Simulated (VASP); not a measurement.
# SnTe (Fm-3m) in VASP: further runs

SnTe is run at these levels: PBE, revPBE, RPBE; tasks: single point, relaxation of cell and atoms.

All numbers are computed with VASP 6.6.1; they aren't measurements. Logs are shortened: lines on timing, memory, paths and dates and some standing lists are left out, and cuts for length are marked.

## 1. The cell of the first run

It takes space group Fm-3m (No. 225, cubic). The conventional cell has a = 6.302 Å, b = 6.302 Å, c = 6.302 Å, α = 90.00°, β = 90.00°, γ = 90.00°. Te (site symmetry m-3m) has 6 Sn at 3.15 Å within 4.1 Å. Sn (site symmetry m-3m) has 6 Te at 3.15 Å within 4.1 Å.

## 2. Single point, PBE

INCAR reads:

```
ALGO = Normal ; EDIFF = 1E-6
ENCUT = 520 ; GGA = PE
ISIF = 2 ; ISMEAR = 0
LASPH = True ; LCHARG = False
LREAL = False ; LWAVE = False
NBANDS = 17 ; NELM = 80
PREC = Accurate ; SIGMA = 0.02
```

KPOINTS reads:

```
k-points
0
Gamma
  7 7 7
```

POSCAR reads:

```
SnTe
1.0
    0.0000000000      3.1508500000      3.1508500000
    3.1508500000      0.0000000000      3.1508500000
    3.1508500000      3.1508500000      0.0000000000
Te Sn
1 1
Direct
    0.5000000000      0.5000000000      0.5000000000
    0.0000000000      0.0000000000      0.0000000000
```

Potentials or basis: VASP PAW PBE potentials, release 64 (Te, Sn_d).

Launch:

```console
> cat potpaw_PBE.64/Te/POTCAR potpaw_PBE.64/Sn_d/POTCAR > POTCAR
> mpirun -np 1 vasp_std > vasp.out
```

OUTCAR:

```text
EDIFF = 1E-6
   ENCUT = 520
   GGA = PE
   ISIF = 2
   ISMEAR = 0
   LASPH = True
   LREAL = False
   NELM = 80
   PREC = Accurate

 ion  position               nearest neighbor table
   1  0.500  0.500  0.500-   2 3.15   2 3.15   2 3.15   2 3.15   2 3.15   2 3.15
   2  0.000  0.000  0.000-   1 3.15   1 3.15   1 3.15   1 3.15   1 3.15   1 3.15

  LATTYP: Found a face centered cubic cell.
 ALAT       =     6.3017000000

  Lattice vectors:

 A1 = (   0.0000000000,   3.1508500000,   3.1508500000)
 A2 = (   3.1508500000,   0.0000000000,   3.1508500000)
 A3 = (   3.1508500000,   3.1508500000,   0.0000000000)

Analysis of symmetry for initial positions (statically):
=====================================================================
 Subroutine PRICEL returns:
 Original cell was already a primitive cell.

 Routine SETGRP: Setting up the symmetry group for a
 face centered cubic supercell.

 Subroutine GETGRP returns: Found 48 space group operations
 (whereof 48 operations were pure point group operations)
 out of a pool of 48 trial point group operations.

The static configuration has the point symmetry O_h .

Analysis of symmetry for dynamics (positions and initial velocities):
=====================================================================
 Subroutine PRICEL returns:
 Original cell was already a primitive cell.

 Routine SETGRP: Setting up the symmetry group for a
 face centered cubic supercell.

 Subroutine GETGRP returns: Found 48 space group operations
 (whereof 48 operations were pure point group operations)
 out of a pool of 48 trial point group operations.

The dynamic configuration has the point symmetry O_h .

 Subroutine INISYM returns: Found 48 space group operations
 (whereof 48 operations are pure point group operations),
 and found     1 'primitive' translations

----------------------------------------------------------------------------------------

                                     Primitive cell

  volume of cell :      62.5624

  direct lattice vectors                    reciprocal lattice vectors
     0.000000000  3.150850000  3.150850000    -0.158687338  0.158687338  0.158687338
     3.150850000  0.000000000  3.150850000     0.158687338 -0.158687338  0.158687338
     3.150850000  3.150850000  0.000000000     0.158687338  0.158687338 -0.158687338

  length of vectors
     4.455974803  4.455974803  4.455974803     0.274854533  0.274854533  0.274854533

  position of ions in fractional coordinates (direct lattice)
     0.500000000  0.500000000  0.500000000
     0.000000000  0.000000000  0.000000000

  ion indices of the primitive-cell ions
   primitive index   ion index
                 1           1
                 2           2

----------------------------------------------------------------------------------------

 KPOINTS: k-points

Automatic generation of k-mesh.
 Grid dimensions read from file:
 generate k-points for:    7    7    7

 Generating k-lattice:

  Cartesian coordinates                     Fractional coordinates (reciprocal lattice)
    -0.022669620  0.022669620  0.022669620     0.142857143  0.000000000  0.000000000
     0.022669620 -0.022669620  0.022669620     0.000000000  0.142857143  0.000000000
     0.022669620  0.022669620 -0.022669620     0.000000000  0.000000000  0.142857143

  Length of vectors
     0.039264933  0.039264933  0.039264933

  Shift w.r.t. Gamma in fractional coordinates (k-lattice)
     0.000000000  0.000000000  0.000000000

 Subroutine IBZKPT returns following result:
 ===========================================

 Found     20 irreducible k-points:

 Following reciprocal coordinates:
            Coordinates               Weight
  0.000000  0.000000  0.000000      1.000000
  0.142857  0.000000  0.000000      8.000000
  0.285714  0.000000  0.000000      8.000000
  0.428571  0.000000  0.000000      8.000000
  0.142857  0.142857  0.000000      6.000000
  0.285714  0.142857  0.000000     24.000000
[... 12 lines left out ...]
 -0.428571  0.428571  0.142857     24.000000
 -0.285714  0.428571  0.142857     24.000000
   k-points           NKPTS =     20   k-points in BZ     NKDIM =     20   number of bands    NBANDS=     17
   number of dos      NEDOS =    301   number of ions     NIONS =      2
   total plane-waves  NPLWV =  46656
   dimension x,y,z NGX =    36 NGY =   36 NGZ =   36
   dimension x,y,z NGXF=    72 NGYF=   72 NGZF=   72
   ions per type =               1   1
   NGX,Y,Z   is equivalent  to a cutoff of  13.43, 13.43, 13.43 a.u.
   NGXF,Y,Z  is equivalent  to a cutoff of  26.86, 26.86, 26.86 a.u.
 SYSTEM =  unknown system
   PREC   = accura    normal or accurate (medium, high low for compatibility)
   ISTART =      0    job   : 0-new  1-cont  2-samecut
   ICHARG =      2    charge: 1-file 2-atom 10-const
   ISPIN  =      1    spin polarized calculation?
   LNONCOLLINEAR =      F non collinear calculations
   LSORBIT =      F    spin-orbit coupling
[... 25 lines left out ...]
  Fermi-wavevector in a.u.,A,eV,Ry     =   1.119387  2.115336 17.048485  1.253028
  Thomas-Fermi vector in A             =   2.256026
   LORBIT       =      0    0 simple, 1 ext, 2 COOP (PROOUT), +10 PAW based schemes
   GGA     = PE    functional components
   LHFCALC =     F    Hartree Fock is set to
   AEXX    =    0.0000 exact exchange contribution
   IVDW    =     0    specifies the selected vdW correction
   LEPSILON=     F    determine dielectric tensor
   LRPA    =     F    only Hartree local field effects (RPA)
 non-spin polarized calculation
 Gauss-broadening in eV      SIGMA  =   0.02
  energy-cutoff  :      520.00
  volume of cell :       62.56
 maximum number of plane-waves:      1705
 NGX is ok and might be reduce to    36
   NGX = 17   NGY = 17   NGZ = 17

 number of electron      19.9999998 magnetization

 Free energy of the ion-electron system (eV)
  ---------------------------------------------------
  ext. energy  EPLUGINS =         0.00000000
  ---------------------------------------------------
  free energy    TOTEN  =        -7.54728174 eV

  energy without entropy =       -7.54728174  energy(sigma->0) =       -7.54728174

 E-fermi :   6.8153     XC(G=0):  -9.4968

 val. band max:        6.7137941675   @ k =   0.4286   0.0000   0.0000
 cond. band min:       7.3753859632   @ k =   0.4286   0.0000   0.0000
 fundamental gap:      0.6615917958
 Fermi energy:         6.8153477193

 k-point     1 :       0.0000    0.0000    0.0000
  band No.  band energies     occupation
      1     -14.9456      2.00000
      2     -14.9456      2.00000
      3     -14.9396      2.00000
      4     -14.9396      2.00000
      5     -14.9396      2.00000
      6      -5.8512      2.00000
[... 9 lines left out ...]
     16      11.7061      0.00000
     17      13.7762      0.00000

 k-point     2 :       0.1429    0.0000    0.0000
  band No.  band energies     occupation
      1     -14.9465      2.00000
      2     -14.9465      2.00000
      3     -14.9393      2.00000
      4     -14.9385      2.00000
      5     -14.9385      2.00000
      6      -5.6801      2.00000
[... 9 lines left out ...]
     16      12.1219      0.00000
     17      15.0138      0.00000

 k-point     3 :       0.2857    0.0000    0.0000
  band No.  band energies     occupation
      1     -14.9487      2.00000
      2     -14.9487      2.00000
      3     -14.9386      2.00000
      4     -14.9355      2.00000
      5     -14.9355      2.00000
      6      -5.2116      2.00000
[... 9 lines left out ...]
     16      13.2638      0.00000
     17      17.4094      0.00000

 k-point     4 :       0.4286    0.0000    0.0000
  band No.  band energies     occupation
      1     -14.9506      2.00000
      2     -14.9506      2.00000
      3     -14.9381      2.00000
      4     -14.9330      2.00000
      5     -14.9330      2.00000
      6      -4.6741      2.00000
[... 9 lines left out ...]
     16      15.0040      0.00000
     17      16.5079      0.00000
[... 263 lines left out ...]
      1     -14.9548      2.00000
      2     -14.9473      2.00000
      3     -14.9374      2.00000
      4     -14.9343      2.00000
      5     -14.9312      2.00000
      6      -4.4202      2.00000
[... 9 lines left out ...]
     16      15.7431      0.00000
     17      16.9560      0.00000

 k-point    19 :      -0.4286    0.4286    0.1429
  band No.  band energies     occupation
      1     -14.9593      2.00000
      2     -14.9438      2.00000
      3     -14.9406      2.00000
      4     -14.9318      2.00000
      5     -14.9294      2.00000
      6      -4.3038      2.00000
[... 9 lines left out ...]
     16      16.5737      0.00000
     17      17.5216      0.00000

 k-point    20 :      -0.2857    0.4286    0.1429
  band No.  band energies     occupation
      1     -14.9573      2.00000
      2     -14.9459      2.00000
      3     -14.9375      2.00000
      4     -14.9346      2.00000
      5     -14.9294      2.00000
      6      -4.2150      2.00000
[... 9 lines left out ...]
     16      16.7522      0.00000
     17      17.3797      0.00000

------------------------ aborting loop because EDIFF is reached ----------------------------------------

  FORCE on cell =-STRESS in cart. coord.  units (eV):
  Direction    XX          YY          ZZ          XY          YZ          ZX
  --------------------------------------------------------------------------------------
  -------------------------------------------------------------------------------------
  Total        0.8454496      0.8454496      0.8454496      0.0000000      0.0000000      0.0000000
  in kB       21.6513568     21.6513568     21.6513568      0.0000000      0.0000000      0.0000000
  external PRESSURE =      21.6513568 kB  Pullay stress =       0.0000000 kB

 VOLUME and BASIS-vectors are now :
 -----------------------------------------------------------------------------
  energy-cutoff  :      520.00
  volume of cell :       62.56
      direct lattice vectors                 reciprocal lattice vectors
     0.000000000  3.150850000  3.150850000    -0.158687338  0.158687338  0.158687338
     3.150850000  0.000000000  3.150850000     0.158687338 -0.158687338  0.158687338
     3.150850000  3.150850000  0.000000000     0.158687338  0.158687338 -0.158687338

 POSITION                                       TOTAL-FORCE (eV/Angst)
 -----------------------------------------------------------------------------------
      3.15085      3.15085      3.15085         0.000000      0.000000      0.000000
      0.00000      0.00000      0.00000         0.000000     -0.000000      0.000000
 -----------------------------------------------------------------------------------
    total drift:                               -0.000000      0.000000      0.000000

  FREE ENERGIE OF THE ION-ELECTRON SYSTEM (eV)
  ---------------------------------------------------
  free  energy   TOTEN  =        -7.5472817431 eV

  energy  without entropy=       -7.5472817431  energy(sigma->0) =       -7.54728174
```

Run time: 33 s. Hardware: 1 thread of Intel Xeon 8259CL, shared host; peak memory 0.21 GiB.

What came out:

```yaml
Free_energy: -7.5473 eV
Pressure: 2.2 GPa
```

Levels at points of the mesh, in eV from the Fermi level:
| k point | band 8 | band 9 | band 10 | band 11 | band 12 | band 13 |
| --- | --- | --- | --- | --- | --- | --- |
| (0.00, 0.00, 0.00) | -2.01 | -2.01 | -2.01 | 3.49 | 3.49 | 3.49 |

Caveat: this odd mesh misses L, so gap, dielectric constants and Born charges aren't listed; spin-orbit coupling is left out, which moves the levels of the heavy elements.

## 3. Single point, revPBE

This run uses another cell than the first one, of 33.70 Å³/atom.

INCAR reads:

```
SYSTEM = SnTe
  PREC = Accurate
  ENCUT = 520
  EDIFF = 1E-7
  ISMEAR = -1
  SIGMA = 0.05
  LREAL = .FALSE.
  LASPH = .TRUE.
  NELM = 60
  ALGO = Normal
  ISIF = 2
  LWAVE = .FALSE.
  LCHARG = .FALSE.
  GGA = RE
  NBANDS = 17
```

KPOINTS reads:

```
Automatic mesh
0
G
  7 7 7
  0 0 0
```

POSCAR reads:

```
SnTe
1.0
    0.0000000000      3.2301402693      3.2301402693
    3.2301402693      0.0000000000      3.2301402693
    3.2301402693      3.2301402693      0.0000000000
Te Sn
1 1
Direct
    0.5000000000      0.5000000000      0.5000000000
    0.0000000000      0.0000000000      0.0000000000
```

Potentials or basis: VASP PAW PBE potentials, release 64 (Te, Sn_d).

Launch:

```console
> cat potpaw_PBE.64/Te/POTCAR potpaw_PBE.64/Sn_d/POTCAR > POTCAR
> mpirun -np 1 vasp_std > vasp.out
```

Run time: 39 s. Hardware: 1 thread of Intel Xeon 8259CL, shared host; peak memory 0.21 GiB.

It converged, with:

```
Free energy : -6.9664 eV
Pressure    : 0.0 GPa
```

Levels at points of the mesh, in eV from the Fermi level:
```tsv
k point	band 6	band 7	band 8	band 9	band 10	band 11	band 12	band 13	band 14	band 15
(0.00, 0.00, 0.00)	-12.32	-4.97	-2.01	-2.01	-2.01	3.16	3.16	3.16	4.84	4.84
```

Caveat: this odd mesh misses L, so gap, dielectric constants and Born charges aren't listed; the PAW data sets were made with another functional, which shifts forces and pressure a little; spin-orbit coupling is left out, which moves the levels of the heavy elements.

## 4. Single point, RPBE

This run uses another cell than the first one, of 34.04 Å³/atom.

INCAR reads:

```
PREC = Accurate
ENCUT = 520
EDIFF = 1E-7
ISMEAR = -1
SIGMA = 0.05
LREAL = False
LASPH = True
NELM = 100
ALGO = Normal
ISIF = 2
LWAVE = False
LCHARG = False
GGA = RP
NBANDS = 17
```

KPOINTS reads:

```
Automatic mesh
0
Gamma
  7 7 7
```

POSCAR reads:

```
SnTe
1.0
    0.0000000000      3.2409546804      3.2409546804
    3.2409546804      0.0000000000      3.2409546804
    3.2409546804      3.2409546804      0.0000000000
Te Sn
1 1
Direct
    0.5000000000      0.5000000000      0.5000000000
    0.0000000000      0.0000000000      0.0000000000
```

Launch:

```console
> cat potpaw_PBE.64/Te/POTCAR potpaw_PBE.64/Sn_d/POTCAR > POTCAR
> mpirun -np 1 vasp_std > vasp.out
```

Run time: 36 s. Hardware: 1 thread of Intel Xeon 8259CL, shared host; peak memory 0.21 GiB.

Results (log left out):

```yaml
Free_energy: -6.8780 eV
Pressure: 0.0 GPa
```

Levels at points of the mesh, in eV from the Fermi level:
```
           k point  band 8  band 9  band 10  band 11  band 12  band 13
(0.00, 0.00, 0.00)   -1.99   -1.99    -1.99     3.14     3.14     3.14
```

Caveat: this odd mesh misses L, so gap, dielectric constants and Born charges aren't listed; the PAW data sets were made with another functional, which shifts forces and pressure a little; spin-orbit coupling is left out, which moves the levels of the heavy elements.

## 5. Relaxation of cell and atoms, revPBE

INCAR reads:

```
SYSTEM = SnTe
PREC = Accurate ; ENCUT = 600
EDIFF = 1E-7 ; ISMEAR = -1
SIGMA = 0.05 ; LREAL = .FALSE.
LASPH = .TRUE. ; NELM = 100
ALGO = Normal ; ISIF = 3
LWAVE = .FALSE. ; LCHARG = .FALSE.
GGA = RE ; IBRION = 2
NSW = 80 ; EDIFFG = -0.005
```

KPOINTS reads:

```
Automatic mesh
0
G
  7 7 7
  0 0 0
```

POSCAR reads:

```
SnTe
1.0
    0.0000000000      3.1508500000      3.1508500000
    3.1508500000      0.0000000000      3.1508500000
    3.1508500000      3.1508500000      0.0000000000
Te Sn
1 1
Direct
    0.5000000000      0.5000000000      0.5000000000
    0.0000000000      0.0000000000      0.0000000000
```

Launch:

```console
> cat potpaw_PBE.64/Te/POTCAR potpaw_PBE.64/Sn_d/POTCAR > POTCAR
> mpirun -np 1 vasp_std > vasp.out
```

Run time: 78 s. Hardware: 1 thread of Intel Xeon 8259CL, shared host; peak memory 0.23 GiB.

Results (log left out):

- Free energy: -6.9659 eV
- Relaxed volume: 33.67 Å³/atom
- Relaxed cell: a = 4.567 Å, b = 4.567 Å, c = 4.567 Å, α = 60.00°, β = 60.00°, γ = 60.00°
- Space group after relaxing (to 0.1 Å): Fm-3m (No. 225)
- Energy gained by relaxing: 22.8 meV/atom
- Ionic steps: 3
- Pressure after relaxing: 0.0 GPa

The path:
| step | energy change (eV) | largest force (eV/Å) | pressure (GPa) | volume (Å³) |
| --- | --- | --- | --- | --- |
| 1 | 0.0000 | 0.0000 | 3.25 | 62.56 |
| 2 | -0.0434 | 0.0000 | -0.59 | 68.48 |
| 3 | -0.0455 | 0.0000 | 0.00 | 67.35 |

Final structure:
```
CELL_PARAMETERS angstrom
0.00000 3.22922 3.22922
3.22922 0.00000 3.22922
3.22922 3.22922 0.00000
ATOMIC_POSITIONS crystal
Te 0.50000 0.50000 0.50000
Sn 0.00000 0.00000 0.00000
```

Levels at points of the mesh, in eV from the Fermi level:
```csv
k point,band 7,band 8,band 9,band 10,band 11,band 12,band 13,band 14
"(0.00, 0.00, 0.00)",-4.97,-2.01,-2.01,-2.01,3.16,3.16,3.16,4.83
```

Caveat: this odd mesh misses L, so gap, dielectric constants and Born charges aren't listed; the PAW data sets were made with another functional, which shifts forces and pressure a little; spin-orbit coupling is left out, which moves the levels of the heavy elements. revPBE gives volumes clearly too large for solids.

## 6. Relaxation of cell and atoms, RPBE

INCAR reads:

```
SYSTEM = SnTe
  PREC = Accurate
  ENCUT = 600
  EDIFF = 1E-6
  ISMEAR = -1
  SIGMA = 0.05
  LREAL = .FALSE.
  LASPH = .TRUE.
  NELM = 80
  ALGO = Normal
  ISIF = 3
  LWAVE = .FALSE.
  LCHARG = .FALSE.
  GGA = RP
  IBRION = 2
  NSW = 80
  EDIFFG = -0.02
```

KPOINTS is that of step 5.

POSCAR is that of step 5.

Potentials or basis: VASP PAW PBE potentials, release 64 (Te, Sn_d).

Launch:

```console
> cat potpaw_PBE.64/Te/POTCAR potpaw_PBE.64/Sn_d/POTCAR > POTCAR
> mpirun -np 1 vasp_std > vasp.out
```

Wall time 69 s (1 thread of Intel Xeon 8259CL, shared host); peak memory 0.23 GiB.

The run converged. Its results:

* Free energy: -6.8774 eV
* Relaxed volume: 34.01 Å³/atom
* Relaxed cell: a = 4.582 Å, b = 4.582 Å, c = 4.582 Å, α = 60.00°, β = 60.00°, γ = 60.00°
* Space group after relaxing (to 0.1 Å): Fm-3m (No. 225)
* Energy gained by relaxing: 28.9 meV/atom
* Ionic steps: 3
* Pressure after relaxing: 0.0 GPa

The path:
| step | energy change (eV) | largest force (eV/Å) | pressure (GPa) | volume (Å³) |
| --- | --- | --- | --- | --- |
| 1 | 0.0000 | 0.0000 | 3.65 | 62.56 |
| 2 | -0.0555 | 0.0000 | -0.61 | 69.24 |
| 3 | -0.0578 | 0.0000 | 0.00 | 68.02 |

Final structure:
```
CELL_PARAMETERS angstrom
0.00000 3.23987 3.23987
3.23987 0.00000 3.23987
3.23987 3.23987 0.00000
ATOMIC_POSITIONS crystal
Te 0.50000 0.50000 0.50000
Sn 0.00000 0.00000 0.00000
```

Levels at points of the mesh, in eV from the Fermi level:
| k point | band 8 | band 9 | band 10 | band 11 | band 12 | band 13 |
| --- | --- | --- | --- | --- | --- | --- |
| (0.00, 0.00, 0.00) | -1.99 | -1.99 | -1.99 | 3.14 | 3.14 | 3.14 |

Caveat: this odd mesh misses L, so gap, dielectric constants and Born charges aren't listed; the PAW data sets were made with another functional, which shifts forces and pressure a little; spin-orbit coupling is left out, which moves the levels of the heavy elements. RPBE and its kin give volumes clearly too large for solids.

## 7. Summary

```csv
task,level,cell,cutoff (eV),smearing,pressure (GPa),relaxed volume (Å³/atom)
single point,PBE,"a = 4.456 Å, angles 60.0°, 2 atoms",520,gaussian 0.02 eV,2.2,-
single point,revPBE,"a = 4.568 Å, angles 60.0°, 2 atoms",520,fermi-dirac 0.05 eV,0.0,-
single point,RPBE,"a = 4.583 Å, angles 60.0°, 2 atoms",520,fermi-dirac 0.05 eV,0.0,-
relaxation of cell and atoms,revPBE,"relaxed from a = 4.456 Å, angles 60.0°, 2 atoms",600,fermi-dirac 0.05 eV,0.0,33.67
relaxation of cell and atoms,RPBE,"relaxed from a = 4.456 Å, angles 60.0°, 2 atoms",600,fermi-dirac 0.05 eV,0.0,34.01
```

Alike in all rows: potentials or basis VASP PAW PBE potentials, release 64 (Te, Sn_d); no spin polarisation; k mesh 7 × 7 × 7.

Caveats: spin-orbit coupling is left out, which moves the levels of the heavy elements; the PAW data sets were made with another functional, which shifts forces and pressure a little (at least some runs).

Total energies depend on the potentials used, so only differences within one code and one set of settings carry meaning.
